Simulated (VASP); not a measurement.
# WC (P-6m2) in VASP: a series of runs

WC is run at these levels: LDA; tasks: single point, relaxation of cell and atoms.

All numbers are computed with VASP 6.6.1; they aren't measurements. Logs are shortened: lines on timing, memory, paths and dates and some standing lists are left out, and cuts for length are marked.

### Step 1. The cell of the first run

The structure is hexagonal, space group P-6m2 (No. 187). The conventional cell has a = 2.884 Å, b = 2.884 Å, c = 2.812 Å, α = 90.00°, β = 90.00°, γ = 120.00°. Within 2.9 Å of W (site symmetry -6m2) lie 6 C at 2.18 Å and 8 W at 2.81 to 2.88 Å. Within 2.9 Å of C (site symmetry -6m2) lie 6 W at 2.18 Å and 8 C at 2.81 to 2.88 Å.

### Step 2. Single point, LDA

File INCAR:

```
  PREC = Accurate
  ENCUT = 520
  EDIFF = 1E-6
  ISMEAR = 0
  SIGMA = 0.1
  LREAL = F
  LASPH = T
  NELM = 80
  ALGO = Normal
  ISIF = 2
  LWAVE = F
  LCHARG = F
  GGA = CA
  NBANDS = 16
```

File KPOINTS:

```
Automatic mesh
0
Gamma
  15 15 15
```

File POSCAR:

```
WC
1.0
    2.8839060085      0.0000000000      0.0000000000
   -1.4419530042      2.4975358655      0.0000000000
    0.0000000000      0.0000000000      2.8116768819
W C
1 1
Direct
    0.0000000000      0.0000000000      0.0000000000
    0.3333333333      0.6666666667      0.5000000000
```

Potentials or basis: VASP PAW LDA potentials, release 64 (W_sv, C).

The run is started by

```bash
$ cat potpaw_LDA.64/W_sv/POTCAR potpaw_LDA.64/C/POTCAR > POTCAR
$ mpirun -np 1 vasp_std > vasp.out
```

OUTCAR:

```text
PREC = Accurate
   ENCUT = 520
   EDIFF = 1E-6
   ISMEAR = 0
   LREAL = F
   LASPH = T
   NELM = 80
   ISIF = 2
   GGA = CA

 ion  position               nearest neighbor table
   1  0.000  0.000  0.000-   2 2.18   2 2.18   2 2.18   2 2.18   2 2.18   2 2.18
   2  0.333  0.667  0.500-   1 2.18   1 2.18   1 2.18   1 2.18   1 2.18   1 2.18

  LATTYP: Found a hexagonal cell.
 ALAT       =     2.8839060085
 C/A-ratio  =     0.9749544103

  Lattice vectors:

 A1 = (   2.8839060085,   0.0000000000,   0.0000000000)
 A2 = (  -1.4419530042,   2.4975358655,   0.0000000000)
 A3 = (   0.0000000000,   0.0000000000,   2.8116768819)

Analysis of symmetry for initial positions (statically):
=====================================================================
 Subroutine PRICEL returns:
 Original cell was already a primitive cell.

 Routine SETGRP: Setting up the symmetry group for a
 hexagonal supercell.

 Subroutine GETGRP returns: Found 12 space group operations
 (whereof 12 operations were pure point group operations)
 out of a pool of 24 trial point group operations.

The static configuration has the point symmetry D_3h.

Analysis of symmetry for dynamics (positions and initial velocities):
=====================================================================
 Subroutine PRICEL returns:
 Original cell was already a primitive cell.

 Routine SETGRP: Setting up the symmetry group for a
 hexagonal supercell.

 Subroutine GETGRP returns: Found 12 space group operations
 (whereof 12 operations were pure point group operations)
 out of a pool of 24 trial point group operations.

The dynamic configuration has the point symmetry D_3h.

 Subroutine INISYM returns: Found 12 space group operations
 (whereof 12 operations are pure point group operations),
 and found     1 'primitive' translations

----------------------------------------------------------------------------------------

                                     Primitive cell

  volume of cell :      20.2515

  direct lattice vectors                    reciprocal lattice vectors
     2.883906008  0.000000000  0.000000000     0.346751939  0.200197325  0.000000000
    -1.441953004  2.497535866  0.000000000     0.000000000  0.400394651  0.000000000
     0.000000000  0.000000000  2.811676882     0.000000000  0.000000000  0.355659644

  length of vectors
     2.883906008  2.883906008  2.811676882     0.400394651  0.400394651  0.355659644

  position of ions in fractional coordinates (direct lattice)
     0.000000000  0.000000000  0.000000000
     0.333333333  0.666666667  0.500000000

  ion indices of the primitive-cell ions
   primitive index   ion index
                 1           1
                 2           2

----------------------------------------------------------------------------------------

 KPOINTS: Automatic mesh

Automatic generation of k-mesh.
 Grid dimensions read from file:
 generate k-points for:   15   15   15

 Generating k-lattice:

  Cartesian coordinates                     Fractional coordinates (reciprocal lattice)
     0.023116796  0.013346488  0.000000000     0.066666667  0.000000000  0.000000000
     0.000000000  0.026692977  0.000000000     0.000000000  0.066666667  0.000000000
     0.000000000  0.000000000  0.023710643     0.000000000  0.000000000  0.066666667

  Length of vectors
     0.026692977  0.026692977  0.023710643

  Shift w.r.t. Gamma in fractional coordinates (k-lattice)
     0.000000000  0.000000000  0.000000000

 Subroutine IBZKPT returns following result:
 ===========================================

 Found    216 irreducible k-points:

 Following reciprocal coordinates:
            Coordinates               Weight
  0.000000  0.000000  0.000000      1.000000
  0.066667 -0.000000  0.000000      6.000000
  0.133333 -0.000000  0.000000      6.000000
  0.200000  0.000000  0.000000      6.000000
  0.266667 -0.000000  0.000000      6.000000
  0.333333  0.000000  0.000000      6.000000
[... 16 lines left out ...]
  0.333333  0.200000  0.000000     12.000000
  0.400000  0.200000  0.000000      6.000000
 [... further k-points ...]
   k-points           NKPTS =    216   k-points in BZ     NKDIM =    216   number of bands    NBANDS=     16
   number of dos      NEDOS =    301   number of ions     NIONS =      2
   total plane-waves  NPLWV =  13824
   dimension x,y,z NGX =    24 NGY =   24 NGZ =   24
   dimension x,y,z NGXF=    48 NGYF=   48 NGZF=   48
   ions per type =               1   1
   NGX,Y,Z   is equivalent  to a cutoff of  13.84, 13.84, 14.19 a.u.
   NGXF,Y,Z  is equivalent  to a cutoff of  27.67, 27.67, 28.38 a.u.
 SYSTEM =  unknown system
   PREC   = accura    normal or accurate (medium, high low for compatibility)
   ISTART =      0    job   : 0-new  1-cont  2-samecut
   ICHARG =      2    charge: 1-file 2-atom 10-const
   ISPIN  =      1    spin polarized calculation?
   LNONCOLLINEAR =      F non collinear calculations
   LSORBIT =      F    spin-orbit coupling
   LASPH  =      T    aspherical Exc in radial PAW
   ENCUT  =  520.0 eV  38.22 Ry    6.18 a.u.   5.36  5.36  5.23*2*pi/ulx,y,z
   NELM   =     80;   NELMIN=  2; NELMDL= -5     # of ELM steps
   EDIFF  = 0.1E-05   stopping-criterion for ELM
   LREAL  =      F    real-space projection
   EDIFFG = 0.1E-04   stopping-criterion for IOM
   NSW    =      0    number of steps for IOM
   IBRION =     -1    ionic relax: 0-MD 1-quasi-New 2-CG
   NFREE  =      0    steps in history (QN), initial steepest desc. (CG)
   ISIF   =      2    stress and relaxation
   ISYM   =      2    0-nonsym 1-usesym 2-fastsym
   POTIM  = 0.5000    time-step for ionic-motion
   TEBEG  =    0.0;   TEEND  =   0.0 temperature during run
   PSTRESS=    0.0 pullay stress
   NELECT =      18.0000    total number of electrons
   NUPDOWN=      -1.0000    fix difference up-down
   EMIN   =  10.00;   EMAX   =-10.00  energy-range for DOS
   EFERMI =   0.00;   METHOD = LEGACY
   ISMEAR =     0;   SIGMA  =   0.10  broadening in eV -4-tet -1-fermi 0-gaus
   EFERMI_NEDOS =   21; number of points for ismear=-14 and -15
   IALGO  =     38    algorithm
   IMIX   =      4    mixing-type and parameters
     AMIX     =   0.40;   BMIX     =  1.00
     AMIX_MAG =   1.60;   BMIX_MAG =  1.00
  volume/ion in A,a.u.               =      10.13        68.33
  Fermi-wavevector in a.u.,A,eV,Ry     =   1.574030  2.974485 33.709379  2.477569
  Thomas-Fermi vector in A             =   2.675225
   LORBIT       =      0    0 simple, 1 ext, 2 COOP (PROOUT), +10 PAW based schemes
   GGA     = CA    functional components
   LHFCALC =     F    Hartree Fock is set to
   AEXX    =    0.0000 exact exchange contribution
   IVDW    =     0    specifies the selected vdW correction
   LEPSILON=     F    determine dielectric tensor
   LRPA    =     F    only Hartree local field effects (RPA)
 non-spin polarized calculation
 Gauss-broadening in eV      SIGMA  =   0.10
  energy-cutoff  :      520.00
  volume of cell :       20.25
 maximum number of plane-waves:       569
 NGX is ok and might be reduce to    24
   NGX = 11   NGY = 11   NGZ = 11

 number of electron      18.0000000 magnetization

 Free energy of the ion-electron system (eV)
  ---------------------------------------------------
  ext. energy  EPLUGINS =         0.00000000
  ---------------------------------------------------
  free energy    TOTEN  =       -24.70032165 eV

  energy without entropy =      -24.69909520  energy(sigma->0) =      -24.69970843

 E-fermi :  11.3013     XC(G=0): -14.1121

 val. band max:       11.2990357343   @ k =   0.1333  -0.0000   0.4667
 cond. band min:      11.3095054085   @ k =   0.1333  -0.0000   0.4000
 fundamental gap:      0.0104696742
 Fermi energy:        11.3012792268

 k-point     1 :       0.0000    0.0000    0.0000
  band No.  band energies     occupation
      1     -62.1450      2.00000
      2     -26.3857      2.00000
      3     -26.2759      2.00000
      4     -26.2759      2.00000
      5      -3.1207      2.00000
      6       6.8809      2.00000
[... 8 lines left out ...]
     15      25.9990      0.00000
     16      28.3334      0.00000

 k-point     2 :       0.0667   -0.0000    0.0000
  band No.  band energies     occupation
      1     -62.1421      2.00000
      2     -26.3804      2.00000
      3     -26.3173      2.00000
      4     -26.2852      2.00000
      5      -2.9986      2.00000
      6       6.9217      2.00000
[... 8 lines left out ...]
     15      25.7104      0.00000
     16      28.5850      0.00000

 k-point     3 :       0.1333   -0.0000    0.0000
  band No.  band energies     occupation
      1     -62.1339      2.00000
      2     -26.4331      2.00000
      3     -26.3653      2.00000
      4     -26.3115      2.00000
      5      -2.6468      2.00000
      6       6.7895      2.00000
[... 8 lines left out ...]
     15      25.3212      0.00000
     16      29.2985      0.00000

 k-point     4 :       0.2000    0.0000    0.0000
  band No.  band energies     occupation
      1     -62.1218      2.00000
      2     -26.6003      2.00000
      3     -26.3499      2.00000
      4     -26.3430      2.00000
      5      -2.1063      2.00000
      6       6.2144      2.00000
[... 8 lines left out ...]
     15      25.2562      0.00000
     16      30.0262      0.00000
[... 324 lines left out ...]
 k-point    22 :       0.2667    0.2000    0.0000
  band No.  band energies     occupation
      1     -62.0814      2.00000
      2     -27.0049      2.00000
      3     -26.6099      2.00000
      4     -26.2682      2.00000
      5       0.1363      2.00000
      6       4.7246      2.00000
[... 8 lines left out ...]
     15      27.1257      0.00000
     16      28.1559      0.00000

 k-point    23 :       0.3333    0.2000    0.0000
  band No.  band energies     occupation
      1     -62.0747      2.00000
      2     -27.0560      2.00000
      3     -26.6666      2.00000
      4     -26.2557      2.00000
      5       0.6387      2.00000
      6       4.5439      2.00000
[... 8 lines left out ...]
     15      26.5560      0.00000
     16      28.7470      0.00000

 k-point    24 :       0.4000    0.2000    0.0000
  band No.  band energies     occupation
      1     -62.0724      2.00000
      2     -27.0733      2.00000
      3     -26.6874      2.00000
      4     -26.2513      2.00000
      5       0.8339      2.00000
      6       4.4865      2.00000
[... 8 lines left out ...]
     15      26.1169      0.00000
     16      28.9370      0.00000

 [... further k-points ...]
[... 5 lines left out ...]
  --------------------------------------------------------------------------------------
  -------------------------------------------------------------------------------------
  Total        0.3216432      0.3216432      0.3901045      0.0000000      0.0000000     -0.0000000
  in kB       25.4464193     25.4464193     30.8626524      0.0000000      0.0000000     -0.0000000
  external PRESSURE =      27.2518303 kB  Pullay stress =       0.0000000 kB

 VOLUME and BASIS-vectors are now :
 -----------------------------------------------------------------------------
  energy-cutoff  :      520.00
  volume of cell :       20.25
      direct lattice vectors                 reciprocal lattice vectors
     2.883906008  0.000000000  0.000000000     0.346751939  0.200197325  0.000000000
    -1.441953004  2.497535866  0.000000000     0.000000000  0.400394651  0.000000000
     0.000000000  0.000000000  2.811676882     0.000000000  0.000000000  0.355659644

 POSITION                                       TOTAL-FORCE (eV/Angst)
 -----------------------------------------------------------------------------------
      0.00000      0.00000      0.00000         0.000000      0.000000      0.000000
     -0.00000      1.66502      1.40584        -0.000000      0.000000      0.000000
 -----------------------------------------------------------------------------------
    total drift:                               -0.000000      0.000000     -0.000000

  FREE ENERGIE OF THE ION-ELECTRON SYSTEM (eV)
  ---------------------------------------------------
  free  energy   TOTEN  =       -24.7003216509 eV

  energy  without entropy=      -24.6990952027  energy(sigma->0) =      -24.69970843
```

Run time: 21 s. Hardware: 1 thread of Intel Xeon 6975P-C (Granite Rapids), shared host; peak memory 0.18 GiB.

What came out:

| Property | Result |
| --- | --- |
| Free energy | -24.7003 eV |
| Pressure | 2.7 GPa |
| Band gap on the k mesh | zero (band 9 reaches 11.93 eV, above the bottom of band 10 at 10.71 eV) |

Levels at points of the mesh, in eV from the Fermi level:
```tsv
k point	band 7	band 8	band 9	band 10	band 11	band 12
(0.00, 0.00, 0.00)	-3.41	-3.41	0.18	3.34	3.34	5.79
```

Caveat: spin-orbit coupling is left out, which moves the levels of the heavy elements.

(Part 1 of 2 ends here.)
